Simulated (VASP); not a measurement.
# C (Fd-3m) in VASP: a series of runs

Runs on C. Level: LDA. Tasks: relaxation of cell and atoms.

All numbers are computed with VASP 6.6.1; they aren't measurements. Logs are shortened: lines on timing, memory, paths and dates and some standing lists are left out, and cuts for length are marked.

## Step 1: The cell of the first run

Symmetry: Fd-3m, No. 227, cubic system. The conventional cell has a = 3.532 Å, b = 3.532 Å, c = 3.532 Å, α = 90.00°, β = 90.00°, γ = 90.00°. Within 2.0 Å of C (site symmetry -43m) lie 4 C at 1.53 Å.

## Step 2: Relaxation of cell and atoms, LDA, target pressure 7 GPa, at which the enthalpy is minimised

The input, INCAR:

```
SYSTEM = C
ALGO = Normal
EDIFF = 1E-7
EDIFFG = -0.002
ENCUT = 600
IBRION = 2
ISIF = 3
ISMEAR = 0
LASPH = .True.
LCHARG = .False.
LREAL = .False.
LWAVE = .False.
NELM = 80
NSW = 100
PREC = Accurate
PSTRESS = 70.0
SIGMA = 0.01
```

The input, KPOINTS:

```
k-points
0
Gamma
  12 12 12
  0 0 0
```

The input, POSCAR:

```
C
1.0
    1.7658738580      1.7658738580      0.0000000000
   -1.7658738580      1.7658738580      0.0000000000
    0.0000000000      1.7658738580      1.7658738580
C
2
Direct
    0.5000000000      0.5000000000      0.0000000000
    0.7500000000      0.2500000000      0.5000000000
```

Potentials or basis: VASP PAW LDA potentials, release 64 (C).

Command:

```console
$ cat potpaw_LDA.64/C/POTCAR > POTCAR
$ mpirun -np 1 vasp_std > vasp.out
```

OUTCAR:

```text
SYSTEM = C
   EDIFF = 1E-7
   EDIFFG = -0.002
   ENCUT = 600
   IBRION = 2
   ISIF = 3
   ISMEAR = 0
   LASPH = .True.
   LREAL = .False.
   NELM = 80
   NSW = 100
   PREC = Accurate
   PSTRESS = 70.0

 ion  position               nearest neighbor table
   1  0.500  0.500  0.000-   2 1.53   2 1.53   2 1.53   2 1.53
   2  0.750  0.250  0.500-   1 1.53   1 1.53   1 1.53   1 1.53

  LATTYP: Found a face centered cubic cell.
 ALAT       =     3.5317477160

  Lattice vectors:

 A1 = (   0.0000000000,   1.7658738580,   1.7658738580)
 A2 = (   1.7658738580,   0.0000000000,   1.7658738580)
 A3 = (   1.7658738580,   1.7658738580,   0.0000000000)

Analysis of symmetry for initial positions (statically):
=====================================================================
 Subroutine PRICEL returns:
 Original cell was already a primitive cell.

 Routine SETGRP: Setting up the symmetry group for a
 face centered cubic supercell.

 Subroutine GETGRP returns: Found 48 space group operations
 (whereof 24 operations were pure point group operations)
 out of a pool of 48 trial point group operations.

The static configuration has the point symmetry T_d .
 The point group associated with its full space group is O_h .

Analysis of symmetry for dynamics (positions and initial velocities):
=====================================================================
 Subroutine PRICEL returns:
 Original cell was already a primitive cell.

 Routine SETGRP: Setting up the symmetry group for a
 face centered cubic supercell.

 Subroutine GETGRP returns: Found 48 space group operations
 (whereof 24 operations were pure point group operations)
 out of a pool of 48 trial point group operations.

The dynamic configuration has the point symmetry T_d .
 The point group associated with its full space group is O_h .

 Subroutine INISYM returns: Found 48 space group operations
 (whereof 24 operations are pure point group operations),
 and found     1 'primitive' translations

----------------------------------------------------------------------------------------

                                     Primitive cell

  volume of cell :      11.0131

  direct lattice vectors                    reciprocal lattice vectors
     1.765873858  1.765873858  0.000000000     0.283145932  0.283145932 -0.283145932
    -1.765873858  1.765873858  0.000000000    -0.283145932  0.283145932 -0.283145932
     0.000000000  1.765873858  1.765873858     0.000000000  0.000000000  0.566291865

  length of vectors
     2.497322759  2.497322759  2.497322759     0.490423141  0.490423141  0.566291865

[... 90 lines left out ...]
   PSTRESS=   70.0 pullay stress
   NELECT =       8.0000    total number of electrons
   NUPDOWN=      -1.0000    fix difference up-down
   EMIN   =  10.00;   EMAX   =-10.00  energy-range for DOS
   EFERMI =   0.00;   METHOD = LEGACY
   ISMEAR =     0;   SIGMA  =   0.01  broadening in eV -4-tet -1-fermi 0-gaus
   EFERMI_NEDOS =   21; number of points for ismear=-14 and -15
   IALGO  =     38    algorithm
   IMIX   =      4    mixing-type and parameters
     AMIX     =   0.40;   BMIX     =  1.00
     AMIX_MAG =   1.60;   BMIX_MAG =  1.00
  volume/ion in A,a.u.               =       5.51        37.16
  Fermi-wavevector in a.u.,A,eV,Ry     =   1.471641  2.780998 29.466500  2.165727
  Thomas-Fermi vector in A             =   2.586752
   LORBIT       =      0    0 simple, 1 ext, 2 COOP (PROOUT), +10 PAW based schemes
   GGA     = CA    functional components
   LHFCALC =     F    Hartree Fock is set to
   AEXX    =    0.0000 exact exchange contribution
   IVDW    =     0    specifies the selected vdW correction
   LEPSILON=     F    determine dielectric tensor
   LRPA    =     F    only Hartree local field effects (RPA)
 conjugate gradient relaxation of ions
 non-spin polarized calculation
 Gauss-broadening in eV      SIGMA  =   0.01
  energy-cutoff  :      600.00
  volume of cell :       11.01
 maximum number of plane-waves:       380
   NGX =  9   NGY =  9   NGZ =  9

--------------------------------------- Ionic step        1  -------------------------------------------

 number of electron       7.9999998 magnetization

 Free energy of the ion-electron system (eV)
  ---------------------------------------------------
  ext. energy  EPLUGINS =         0.00000000
  ---------------------------------------------------
  free energy    TOTEN  =       -20.25207248 eV

  energy without entropy =      -20.25207248  energy(sigma->0) =      -20.25207248

------------------------ aborting loop because EDIFF is reached ----------------------------------------

  FORCE on cell =-STRESS in cart. coord.  units (eV):
  Direction    XX          YY          ZZ          XY          YZ          ZX
  --------------------------------------------------------------------------------------
  -------------------------------------------------------------------------------------
  Total        0.0570295      0.0570295      0.0570295     -0.0000000     -0.0000000      0.0000000
  in kB        8.2966192      8.2966192      8.2966192     -0.0000000     -0.0000000      0.0000000
  external PRESSURE =     -61.7033808 kB  Pullay stress =      70.0000000 kB
[... 63 lines left out ...]
--------------------------------------- Ionic step        3  -------------------------------------------

 number of electron       7.9999998 magnetization

 Free energy of the ion-electron system (eV)
  ---------------------------------------------------
  ext. energy  EPLUGINS =         0.00000000
  ---------------------------------------------------
  free energy    TOTEN  =       -20.24868542 eV

  energy without entropy =      -20.24868542  energy(sigma->0) =      -20.24868542

 E-fermi :  10.4890     XC(G=0): -13.7057

 val. band max:       10.3519010687   @ k =   0.0000   0.0000   0.0000
 cond. band min:      14.5817609394   @ k =  -0.3333   0.3333   0.0000
 fundamental gap:      4.2298598707
 Fermi energy:        10.4890342803

 k-point     1 :       0.0000    0.0000    0.0000
  band No.  band energies     occupation
      1     -11.5390      2.00000
      2      10.3519      2.00000
      3      10.3519      2.00000
      4      10.3519      2.00000
      5      16.0143      0.00000
      6      16.0143      0.00000
      7      16.0143      0.00000
      8      24.8886      0.00000
[... 243 lines left out ...]
 k-point    24 :      -0.4167    0.1667    0.0000
  band No.  band energies     occupation
      1      -7.2347      2.00000
      2       0.3622      2.00000
      3       6.0010      2.00000
      4       6.1359      2.00000
      5      17.1375      0.00000
      6      21.5726      0.00000
      7      21.9766      0.00000
      8      23.2914      0.00000

 [... further k-points ...]
[... 5 lines left out ...]
  --------------------------------------------------------------------------------------
  -------------------------------------------------------------------------------------
  Total        0.4730733      0.4730733      0.4730733      0.0000000      0.0000000     -0.0000000
  in kB       69.7099794     69.7099794     69.7099794      0.0000000      0.0000000     -0.0000000
  external PRESSURE =      -0.2900206 kB  Pullay stress =      70.0000000 kB
[... 21 lines left out ...]
  energy  without entropy=      -20.2486854188  energy(sigma->0) =      -20.24868542

  enthalpy is  TOTEN    =       -19.7736439559 eV   P V=        0.4750414630

 reached required accuracy - stopping structural energy minimisation
```

OSZICAR:

```text
N       E                     dE             d eps       ncg     rms          rms(c)
DAV:   1    -0.368240400066E+00   -0.36824E+00   -0.55683E+03  1216   0.109E+03
DAV:   2    -0.209952805170E+02   -0.20627E+02   -0.20110E+02  1880   0.121E+02
[... 19 lines left out ...]
DAV:   1    -0.202502938786E+02   -0.15529E-01   -0.98877E-02  1296   0.324E+00    0.284E-01
DAV:   2    -0.202491333257E+02    0.11606E-02   -0.10511E-03  1240   0.315E-01    0.147E-01
DAV:   3    -0.202486901609E+02    0.44316E-03   -0.98357E-04  1248   0.246E-01    0.203E-02
DAV:   4    -0.202486875857E+02    0.25752E-05   -0.24674E-06  1160   0.216E-02    0.145E-02
DAV:   5    -0.202486854206E+02    0.21651E-05   -0.31174E-07  1376   0.802E-03    0.104E-03
DAV:   6    -0.202486854188E+02    0.17657E-08   -0.21169E-09   624   0.568E-04
   3 F= -.19773644E+02 E0= -.19773644E+02  d E =-.273920E-02
```

Wall time 15 s (1 thread of Intel Xeon Platinum 8375C at 2.90GHz (Ice Lake), shared host); peak memory 0.11 GiB.

Results:

| Property | Result |
| --- | --- |
| Free energy | -20.2487 eV |
| Relaxed volume | 5.44 Å³/atom |
| Relaxed cell | a = 2.487 Å, b = 2.487 Å, c = 2.487 Å, α = 60.00°, β = 60.00°, γ = 90.00° |
| Space group after relaxing (to 0.05 Å) | Fd-3m (No. 227) |
| Energy change on relaxing (the enthalpy is what falls) | +1.7 meV/atom |
| Ionic steps | 3 |
| Pressure after relaxing | 7.0 GPa |
| Band gap on the k mesh | 4.23 eV, indirect (least direct gap 5.66 eV) |

The path:
```tsv
step	energy change (eV)	largest force (eV/Å)	pressure (GPa)	volume (Å³)
1	0.0000	0.0000	0.83	11.01
2	0.0173	0.0000	16.10	10.68
3	0.0034	0.0000	6.97	10.87
```

Final structure:
```
C
1.0
     1.75835    1.75835    0.00000
    -1.75835    1.75835    0.00000
     0.00000    1.75835    1.75835
C
2
Direct
  0.50000 0.50000 0.00000
  0.75000 0.25000 0.50000
```

Levels at points of the mesh, in eV from the valence-band top:
```
           k point  band 2  band 3  band 4  band 5  band 6  band 7
(0.00, 0.00, 0.00)    0.00    0.00    0.00    5.66    5.66    5.66
(0.50, 0.00, 0.00)  -13.84   -2.90   -2.90    8.56    8.56    9.60
(0.50, 0.50, 0.00)  -12.91   -6.55   -6.55    4.80    4.80   17.27
```

Caveat: the cell is relaxed towards a set pressure, so the enthalpy falls and the energy may rise.

## Step 3: Relaxation of cell and atoms, LDA, target pressure 10 GPa, at which the enthalpy is minimised

The input, INCAR:

```
PREC = Accurate
ENCUT = 600
EDIFF = 1E-6
ISMEAR = 0
SIGMA = 0.01
LREAL = False
LASPH = True
NELM = 80
ALGO = Normal
ISIF = 3
LWAVE = False
LCHARG = False
IBRION = 2
NSW = 100
EDIFFG = -0.002
PSTRESS = 100.0
```

The input, KPOINTS:

```
Automatic mesh
0
Gamma
  12 12 12
```

POSCAR is that of step 2.

Potentials or basis: VASP PAW LDA potentials, release 64 (C).

Command:

```console
$ cat potpaw_LDA.64/C/POTCAR > POTCAR
$ mpirun -np 1 vasp_std > vasp.out
```

Wall time 15 s (1 thread of Intel Xeon Platinum 8375C at 2.90GHz (Ice Lake), shared host); peak memory 0.11 GiB.

Results (log left out):

| Quantity | Value |
| --- | --- |
| Free energy | -20.2453 eV |
| Relaxed volume | 5.40 Å³/atom |
| Relaxed cell | a = 2.482 Å, b = 2.482 Å, c = 2.482 Å, α = 60.00°, β = 60.00°, γ = 90.00° |
| Space group after relaxing (to 0.05 Å) | Fd-3m (No. 227) |
| Energy change on relaxing (the enthalpy is what falls) | +3.4 meV/atom |
| Ionic steps | 5 |
| Pressure after relaxing | 10.0 GPa |
| Band gap on the k mesh | 4.25 eV, indirect (least direct gap 5.68 eV) |

Step by step:
| step | energy change (eV) | largest force (eV/Å) | pressure (GPa) | volume (Å³) |
| --- | --- | --- | --- | --- |
| 1 | 0.0000 | 0.0000 | 0.83 | 11.01 |
| 2 | 0.0374 | 0.0000 | 24.22 | 10.52 |
| 3 | 0.0068 | 0.0000 | 9.93 | 10.81 |
| 4 | 0.0071 | 0.0000 | 10.08 | 10.80 |
| 5 | 0.0068 | 0.0000 | 9.97 | 10.81 |

Final structure:
```
C
1.0
     1.75484    1.75484    0.00000
    -1.75484    1.75484    0.00000
     0.00000    1.75484    1.75484
C
2
Direct
  0.50000 0.50000 0.00000
  0.75000 0.25000 0.50000
```

Levels at points of the mesh, in eV from the valence-band top:
```tsv
k point	band 2	band 3	band 4	band 5	band 6	band 7
(0.00, 0.00, 0.00)	0.00	0.00	0.00	5.68	5.68	5.68
(0.50, 0.00, 0.00)	-13.91	-2.91	-2.91	8.59	8.59	9.68
(0.50, 0.50, 0.00)	-12.96	-6.59	-6.59	4.82	4.82	17.37
```

Caveat: the cell is relaxed towards a set pressure, so the enthalpy falls and the energy may rise. A k mesh can miss the band edges.

## Step 4: Relaxation of cell and atoms, LDA, target pressure 15 GPa, at which the enthalpy is minimised

The input, INCAR:

```
ALGO = Normal
EDIFF = 1E-6
EDIFFG = -0.002
ENCUT = 600
IBRION = 2
ISIF = 3
ISMEAR = 0
LASPH = True
LCHARG = False
LREAL = False
LWAVE = False
NELM = 100
NSW = 100
PREC = Accurate
PSTRESS = 150.0
SIGMA = 0.01
```

The input, KPOINTS:

```
k-points
0
Gamma
  12 12 12
```

POSCAR is that of step 3.

Command:

```console
$ cat potpaw_LDA.64/C/POTCAR > POTCAR
$ mpirun -np 1 vasp_std > vasp.out
```

It took 22 s on 1 thread of Intel Xeon Platinum 8375C at 2.90GHz (Ice Lake), shared host; peak memory 0.11 GiB.

The run converged. Its results:

| Quantity | Value |
| --- | --- |
| Free energy | -20.2370 eV |
| Relaxed volume | 5.35 Å³/atom |
| Relaxed cell | a = 2.474 Å, b = 2.474 Å, c = 2.474 Å, α = 60.00°, β = 60.00°, γ = 90.00° |
| Space group after relaxing (to 0.05 Å) | Fd-3m (No. 227) |
| Energy change on relaxing (the enthalpy is what falls) | +7.5 meV/atom |
| Ionic steps | 6 |
| Pressure after relaxing | 14.9 GPa |
| Band gap on the k mesh | 4.27 eV, indirect (least direct gap 5.71 eV) |

Step by step:
| step | energy change (eV) | largest force (eV/Å) | pressure (GPa) | volume (Å³) |
| --- | --- | --- | --- | --- |
| 1 | 0.0000 | 0.0000 | 0.83 | 11.01 |
| 2 | 0.0890 | 0.0000 | 38.84 | 10.25 |
| 3 | 0.0148 | 0.0000 | 14.83 | 10.70 |
| 4 | 0.0153 | 0.0000 | 15.12 | 10.70 |
| 5 | 0.0148 | 0.0000 | 14.90 | 10.70 |
| 6 | 0.0151 | 0.0000 | 14.95 | 10.70 |

Final structure:
```cif
data_structure
_symmetry_space_group_name_H-M 'P 1'
_symmetry_Int_Tables_number 1
_cell_length_a 2.4736
_cell_length_b 2.4736
_cell_length_c 2.4736
_cell_angle_alpha 60.000
_cell_angle_beta 60.000
_cell_angle_gamma 90.000
_cell_volume 10.70
loop_
_atom_site_label
_atom_site_type_symbol
_atom_site_fract_x
_atom_site_fract_y
_atom_site_fract_z
_atom_site_occupancy
C1 C 0.50000 0.50000 0.00000 1
C2 C 0.75000 0.25000 0.50000 1
```

Levels at points of the mesh, in eV from the valence-band top:
```csv
k point,band 1,band 2,band 3,band 4,band 5,band 6,band 7,band 8
"(0.00, 0.00, 0.00)",-22.11,0.00,0.00,0.00,5.71,5.71,5.71,14.91
"(0.50, 0.00, 0.00)",-15.93,-14.02,-2.94,-2.94,8.63,8.63,9.82,15.93
"(0.50, 0.50, 0.00)",-13.03,-13.03,-6.65,-6.65,4.84,4.84,17.52,17.52
```

Caveat: the cell is relaxed towards a set pressure, so the enthalpy falls and the energy may rise. LDA usually gives volumes a few per cent too small.

## Step 5: Overview

```tsv
cell	gap on the mesh (eV)	pressure (GPa)
relaxed to 7 GPa	4.23	7.0
relaxed to 10 GPa	4.25	10.0
relaxed to 15 GPa	4.27	14.9
```

Alike in all rows: task relaxation of cell and atoms; level LDA; potentials or basis VASP PAW LDA potentials, release 64 (C); no spin polarisation; k mesh 12 × 12 × 12; cutoff (eV) 600; smearing gaussian 0.01 eV.

Caveats: the cell is relaxed towards a set pressure, so the enthalpy falls and the energy may rise.

Total energies depend on the potentials used, so only differences within one code and one set of settings carry meaning.
